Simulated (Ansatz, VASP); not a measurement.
## One calculation of CrO2, two programs

```
Cr O
1.0
     4.42100    0.00000    0.00000
     0.00000    4.42100    0.00000
     0.00000    0.00000    2.91700
Cr O
2 4
Direct
  0.00000 0.00000 0.00000
  0.50000 0.50000 0.50000
  0.30100 0.30100 0.00000
  0.19900 0.80100 0.50000
  0.69900 0.69900 0.00000
  0.80100 0.19900 0.50000
```

Alike in both runs: task single point; functional r2SCAN; dispersion rVV10; k mesh 4 × 4 × 6; occupations gaussian, width 0.1 eV; collinear spin.

```csv
,VASP,Ansatz
version,VASP 6.6.1,Ansatz 0.2.0
potentials or method,"VASP PAW PBE potentials, release 64 (Cr_pv, O), cutoff 660 eV","scalar-relativistic, plane waves, PAW"
valence electrons in the cell,48,52
```

|  | VASP | Ansatz | Ansatz less VASP |
| --- | --- | --- | --- |
| gap on the k mesh at the Fermi level (eV) | none | none | - |
| pressure (GPa) | -3.5 | -4.3 | -0.78 |
| traceless stress, the component that is largest in VASP (GPa) | 0.23 | 0.14 | -0.087 |
| rms of the force components (eV/Å) | 0.108 | 0.107 | -0.0003 |
| net moment per atom (μB) | 0.67 | 0.67 | 0.000 |
| size of the moment on the site where the two differ most (μB) | 2.36 | 1.83 | -0.523 |

VASP's potentials were made for PBE, not for r2SCAN. Site moments also hang on the region over which each program counts them. Atom by atom the forces differ by 0.000 eV/Å (rms over components). A gap of «none» marks a metal or a gap that the smearing closes. VASP's potentials hold 48 valence electrons a cell and Ansatz's 52, so a difference there can come from the potentials and not from the codes. Ansatz's warnings: stability check not made.
